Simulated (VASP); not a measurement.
The system is TaN.

```
CELL_PARAMETERS angstrom
0.00000 2.19188 2.19188
2.19188 0.00000 2.19188
2.19188 2.19188 0.00000
ATOMIC_POSITIONS crystal
Ta 0.50000 0.50000 0.50000
N 0.00000 0.00000 0.00000
```

Base run:

- Program: VASP 6.6.1
- Functional: LDA
- Potentials or basis: VASP PAW LDA potentials, release 64 (Ta_sv_GW, N)
- Cutoff: 600 eV
- k mesh: 18 × 18 × 18
- Occupations: gaussian, width 0.15 eV
- Spin: no spin polarisation

Its results: band gap on the k mesh zero (band 9 reaches 15.55 eV, above the bottom of band 10 at 11.48 eV); pressure -7.6 GPa.

**Question.** The run is repeated on the same cell with these changes: potentials or basis from VASP PAW LDA potentials, release 64 (Ta_sv_GW, N) to VASP PAW LDA potentials, release 64 (Ta_pv, N); cutoff from 600 eV to 520 eV; further incar settings from ALGO = Normal; EDIFF = 1e-06; NBANDS = 16 to ALGO = Normal; EDIFF = 1e-06; NBANDS = 15; valence electrons from 18 to 16. What comes out?

**Answer.** Band gap on the k mesh zero (band 8 reaches 11.42 eV, above the bottom of band 9 at 7.35 eV); pressure -6.8 GPa.

Caveats: spin-orbit coupling is left out, which moves the levels of the heavy elements.
